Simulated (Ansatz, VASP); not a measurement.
# Be: VASP beside Ansatz

File INCAR:

```
PREC = Accurate
ENCUT = 600
EDIFF = 1E-7
ISMEAR = 0
SIGMA = 0.1
LREAL = False
LASPH = True
NELM = 100
ALGO = Fast
ISIF = 3
LWAVE = False
LCHARG = False
GGA = PE
IBRION = 2
NSW = 100
EDIFFG = -0.01
```

File KPOINTS:

```
regular mesh
0
Gamma
  8 8 10
```

POSCAR

```
Be
1.0
    5.3082938875      0.0000000000      0.0000000000
    0.0000000000      5.3082938875      0.0000000000
    0.0000000000      0.0000000000      4.2224889574
Be
12
Direct
    0.8358886825      0.8358886825      0.6250000000
    0.1641113175      0.1641113175      0.1250000000
    0.1641113175      0.8358886825      0.3750000000
    0.8358886825      0.1641113175      0.8750000000
    0.2332212474      0.5272263160      0.0018481480
    0.7667787526      0.4727736840      0.5018481480
    0.4727736840      0.2332212474      0.7518481480
    0.5272263160      0.7667787526      0.2518481480
    0.7667787526      0.5272263160      0.9981518520
    0.2332212474      0.4727736840      0.4981518520
    0.5272263160      0.2332212474      0.2481518520
    0.4727736840      0.7667787526      0.7481518520
```

Input for Ansatz:

```yaml
crystal:
  lattice:
    - [5.3082938875, 0.0, 0.0]
    - [0.0, 5.3082938875, 0.0]
    - [0.0, 0.0, 4.2224889574]
  atoms:
    - { symbol: Be, position: [0.8358886825, 0.8358886825, 0.625] }
    - { symbol: Be, position: [0.1641113175, 0.1641113175, 0.125] }
    - { symbol: Be, position: [0.1641113175, 0.8358886825, 0.375] }
    - { symbol: Be, position: [0.8358886825, 0.1641113175, 0.875] }
    - { symbol: Be, position: [0.2332212474, 0.527226316, 0.001848148] }
    - { symbol: Be, position: [0.7667787526, 0.472773684, 0.501848148] }
    - { symbol: Be, position: [0.472773684, 0.2332212474, 0.751848148] }
    - { symbol: Be, position: [0.527226316, 0.7667787526, 0.251848148] }
    - { symbol: Be, position: [0.7667787526, 0.527226316, 0.998151852] }
    - { symbol: Be, position: [0.2332212474, 0.472773684, 0.498151852] }
    - { symbol: Be, position: [0.527226316, 0.2332212474, 0.248151852] }
    - { symbol: Be, position: [0.472773684, 0.7667787526, 0.748151852] }
basis:
  ecutwfc: 420
kpoints:
  mp_grid: { grid: [8, 8, 10] }
hamiltonian:
  xc: pbe
scf:
  occupations: { method: gaussian, width: 0.1 }
output:
  forces: true
  stress: true
  eigenvalues: true
  write_density: true
  write_potential: true
  elf: true
  volumetric_format: npy
relax:
  adjacent_minimum: "off"
  f_tol: 0.01
  max_steps: 80
  cell: { stress_tol: 0.05 }
```

Alike in both runs: task relaxation of cell and atoms; functional PBE; k mesh 8 × 8 × 10; occupations gaussian, width 0.1 eV; no spin polarisation.

```csv
,VASP,Ansatz
version,VASP 6.6.1,Ansatz 0.2.0
potentials or method,"VASP PAW PBE potentials, release 64 (Be), cutoff 600 eV","scalar-relativistic, plane waves, PAW"
valence electrons in the cell,24,24
```

|  | VASP | Ansatz | Ansatz less VASP |
| --- | --- | --- | --- |
| gap on the k mesh at the Fermi level, each at its own relaxed structure (eV) | none | none | - |
| relaxed volume (Å³/atom) | 9.95 | 9.94 | -0.008 |
| relaxed length of the cell vector where the two differ most in proportion (Å) | 5.311 | 5.309 | -0.0022 |

A gap of «none» marks a metal or a gap that the smearing closes.
